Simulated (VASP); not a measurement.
Input of a VASP 6.6.1 run:

File INCAR:

```
SYSTEM = Mn
ALGO = Fast ; EDIFF = 1E-6
EDIFFG = -0.01 ; ENCUT = 600
GGA = PE ; IBRION = 2
ISIF = 4 ; ISMEAR = 0
LASPH = .True. ; LCHARG = .False.
LREAL = .False. ; LWAVE = .False.
NELM = 60 ; NSW = 50
PREC = Accurate ; SIGMA = 0.1
```

Contents of KPOINTS:

```
k-points
0
Gamma
  21 21 10
  0 0 0
```

POSCAR

```
Mn
1.0
    2.4561976889      0.0000000000      0.0000000000
   -1.2280988444      2.1271295953      0.0000000000
    0.0000000000      0.0000000000      3.9750073867
Mn
2
Direct
    0.6666666667      0.3333333333      0.7500000000
    0.3333333333      0.6666666667      0.2500000000
```

Potentials or basis: VASP PAW PBE potentials, release 64 (Mn_pv).

Command:

```console
$ cat potpaw_PBE.64/Mn_pv/POTCAR > POTCAR
$ mpirun -np 1 vasp_std > vasp.out
```

Task: Estimate the band gap on the k mesh.

Result: Zero (bands 13 and 14 overlap by 2.26 eV).

Stress tensor (GPa, compression positive):
```
9.03 0.00 0.00
0.00 9.03 0.00
0.00 0.00 8.80
```

Caveat: the run has no spin polarisation, though such a crystal can be magnetic. Spin polarisation is off, so any magnetic state and its effect on volume and gap are missing.
